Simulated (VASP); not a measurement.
# Bi (Im-3m) in VASP: a series of runs, part 2 of 2

VASP 6.6.1. The steps go on from the part before.

## Step 3: Single point, PBE

This run uses another cell than the first one, of 34.30 Å³/atom, 1.097 times its volume.

File INCAR:

```
SYSTEM = Bi
  PREC = Accurate
  ENCUT = 520
  EDIFF = 1E-6
  ISMEAR = 0
  SIGMA = 0.05
  LREAL = .False.
  LASPH = .True.
  NELM = 60
  ALGO = Normal
  ISIF = 2
  LWAVE = .False.
  LCHARG = .False.
  GGA = PE
  NBANDS = 14
```

File KPOINTS:

```
Automatic mesh
0
Gamma
  14 14 14
  0 0 0
```

File POSCAR:

```
Bi
1.0
   -2.0468637705      2.0468637705      2.0468637705
    2.0468637705     -2.0468637705      2.0468637705
    2.0468637705      2.0468637705     -2.0468637705
Bi
1
Direct
    0.0000000000      0.0000000000      0.0000000000
```

Potentials or basis: VASP PAW PBE potentials, release 64 (Bi_d).

The run is started by

```sh
cat potpaw_PBE.64/Bi_d/POTCAR > POTCAR
mpirun -np 1 vasp_std > vasp.out
```

OUTCAR:

```text
SYSTEM = Bi
   PREC = Accurate
   ENCUT = 520
   EDIFF = 1E-6
   ISMEAR = 0
   LREAL = .False.
   LASPH = .True.
   NELM = 60
   ISIF = 2
   GGA = PE

 ion  position               nearest neighbor table
   1  0.000  0.000  0.000-

  LATTYP: Found a body centered cubic cell.
 ALAT       =     4.0937275410

  Lattice vectors:

 A1 = (  -2.0468637705,   2.0468637705,   2.0468637705)
 A2 = (   2.0468637705,  -2.0468637705,   2.0468637705)
 A3 = (   2.0468637705,   2.0468637705,  -2.0468637705)

Analysis of symmetry for initial positions (statically):
=====================================================================
 Subroutine PRICEL returns:
 Original cell was already a primitive cell.

 Routine SETGRP: Setting up the symmetry group for a
 body centered cubic supercell.

 Subroutine GETGRP returns: Found 48 space group operations
[... 9 lines left out ...]

 Routine SETGRP: Setting up the symmetry group for a
 body centered cubic supercell.

 Subroutine GETGRP returns: Found 48 space group operations
[... 11 lines left out ...]
                                     Primitive cell

  volume of cell :      34.3026

  direct lattice vectors                    reciprocal lattice vectors
    -2.046863770  2.046863770  2.046863770     0.000000000  0.244276149  0.244276149
     2.046863770 -2.046863770  2.046863770     0.244276149  0.000000000  0.244276149
     2.046863770  2.046863770 -2.046863770     0.244276149  0.244276149  0.000000000

  length of vectors
     3.545272047  3.545272047  3.545272047     0.345458643  0.345458643  0.345458643

  position of ions in fractional coordinates (direct lattice)
     0.000000000  0.000000000  0.000000000

  ion indices of the primitive-cell ions
   primitive index   ion index
                 1           1

----------------------------------------------------------------------------------------

 KPOINTS: Automatic mesh

Automatic generation of k-mesh.
[... 86 lines left out ...]
     AMIX_MAG =   1.60;   BMIX_MAG =  1.00
  volume/ion in A,a.u.               =      34.30       231.49
  Fermi-wavevector in a.u.,A,eV,Ry     =   1.242595  2.348164 21.007976  1.544043
  Thomas-Fermi vector in A             =   2.376943
   LORBIT       =      0    0 simple, 1 ext, 2 COOP (PROOUT), +10 PAW based schemes
   GGA     = PE    functional components
   LHFCALC =     F    Hartree Fock is set to
   AEXX    =    0.0000 exact exchange contribution
   IVDW    =     0    specifies the selected vdW correction
   LEPSILON=     F    determine dielectric tensor
   LRPA    =     F    only Hartree local field effects (RPA)
 non-spin polarized calculation
 Gauss-broadening in eV      SIGMA  =   0.05
  energy-cutoff  :      520.00
  volume of cell :       34.30
 maximum number of plane-waves:       947
   NGX = 13   NGY = 13   NGZ = 13

 number of electron      15.0000000 magnetization

 Free energy of the ion-electron system (eV)
  ---------------------------------------------------
  ext. energy  EPLUGINS =         0.00000000
  ---------------------------------------------------
  free energy    TOTEN  =        -3.71557434 eV

  energy without entropy =       -3.71408316  energy(sigma->0) =       -3.71482875

 E-fermi :   6.6957     XC(G=0):  -9.8371

 val. band max:        6.6661091063   @ k =   0.4286   0.1429  -0.0000
 cond. band min:       6.7273367256   @ k =   0.2143   0.2143   0.0000
 fundamental gap:      0.0612276193
 Fermi energy:         6.6956987453

 k-point     1 :       0.0000    0.0000    0.0000
  band No.  band energies     occupation
      1     -16.2294      2.00000
      2     -16.2294      2.00000
      3     -16.2294      2.00000
      4     -16.1372      2.00000
      5     -16.1372      2.00000
      6      -6.1413      2.00000
      7      11.2052      0.00000
      8      11.2052      0.00000
      9      11.2052      0.00000
     10      14.7078      0.00000
     11      17.1881      0.00000
     12      17.1881      0.00000
     13      17.1881      0.00000
     14      17.8479      0.00000
[... 377 lines left out ...]
      1     -16.2322      2.00000
      2     -16.1730      2.00000
      3     -16.1605      2.00000
      4     -16.1320      2.00000
      5     -16.1142      2.00000
      6      -3.2390      2.00000
      7       3.4279      2.00000
      8       4.3854      2.00000
      9       8.9218      0.00000
     10      14.6888      0.00000
     11      16.8168      0.00000
     12      17.4955      0.00000
     13      20.4747      0.00000
     14      22.5439      0.00000

 [... further k-points ...]
[... 5 lines left out ...]
  --------------------------------------------------------------------------------------
  -------------------------------------------------------------------------------------
  Total       -0.7983299     -0.7983299     -0.7983299     -0.0000000     -0.0000000      0.0000000
  in kB      -37.2877507    -37.2877507    -37.2877507     -0.0000000     -0.0000000      0.0000000
  external PRESSURE =     -37.2877507 kB  Pullay stress =       0.0000000 kB

 VOLUME and BASIS-vectors are now :
 -----------------------------------------------------------------------------
  energy-cutoff  :      520.00
  volume of cell :       34.30
      direct lattice vectors                 reciprocal lattice vectors
    -2.046863770  2.046863770  2.046863770     0.000000000  0.244276149  0.244276149
     2.046863770 -2.046863770  2.046863770     0.244276149  0.000000000  0.244276149
     2.046863770  2.046863770 -2.046863770     0.244276149  0.244276149  0.000000000

 POSITION                                       TOTAL-FORCE (eV/Angst)
 -----------------------------------------------------------------------------------
      0.00000      0.00000      0.00000        -0.000000      0.000000      0.000000
 -----------------------------------------------------------------------------------
    total drift:                                0.000000      0.000000      0.000000

  FREE ENERGIE OF THE ION-ELECTRON SYSTEM (eV)
  ---------------------------------------------------
  free  energy   TOTEN  =        -3.7155743376 eV

  energy  without entropy=       -3.7140831575  energy(sigma->0) =       -3.71482875
```

OSZICAR:

```text
N       E                     dE             d eps       ncg     rms          rms(c)
DAV:   1     0.113547424708E+03    0.11355E+03   -0.75943E+03  2930   0.119E+03
DAV:   2     0.289999403880E+01   -0.11065E+03   -0.10716E+03  3116   0.331E+02
DAV:   3    -0.356125254973E+01   -0.64612E+01   -0.64357E+01  3712   0.793E+01
DAV:   4    -0.371190257994E+01   -0.15065E+00   -0.15061E+00  3662   0.130E+01
DAV:   5    -0.371845140369E+01   -0.65488E-02   -0.65487E-02  4088   0.250E+00    0.478E-01
DAV:   6    -0.371527584834E+01    0.31756E-02   -0.93860E-03  3914   0.122E+00    0.298E-01
DAV:   7    -0.371547642254E+01   -0.20057E-03   -0.66739E-03  3830   0.102E+00    0.871E-02
DAV:   8    -0.371557443672E+01   -0.98014E-04   -0.72446E-04  3796   0.394E-01    0.157E-02
DAV:   9    -0.371557270182E+01    0.17349E-05   -0.18424E-05  3904   0.598E-02    0.807E-03
DAV:  10    -0.371557429613E+01   -0.15943E-05   -0.37905E-06  3618   0.167E-02    0.116E-03
DAV:  11    -0.371557433763E+01   -0.41497E-07   -0.19013E-07  2584   0.582E-03
   1 F= -.37155743E+01 E0= -.37148287E+01  d E =-.149118E-02
```

stdout:

```text
POSCAR found type information on POSCAR Bi
 POSCAR found :  1 types and       1 ions
 scaLAPACK will be used
 LDA part: xc-table for (Slater+PW92), standard interpolation
 POSCAR, INCAR and KPOINTS ok, starting setup
 FFT: planning ... GRIDC
 FFT: planning ... GRID_SOFT
 FFT: planning ... GRID
 WAVECAR not read
 entering main loop
```

Wall time 83 s (1 thread of AMD EPYC 7R13, shared host); peak memory 0.15 GiB.

What came out:

```yaml
Free_energy: -3.7156 eV
Pressure: -3.7 GPa
```

Caveat: spin-orbit coupling is left out, which moves the levels of the heavy elements.
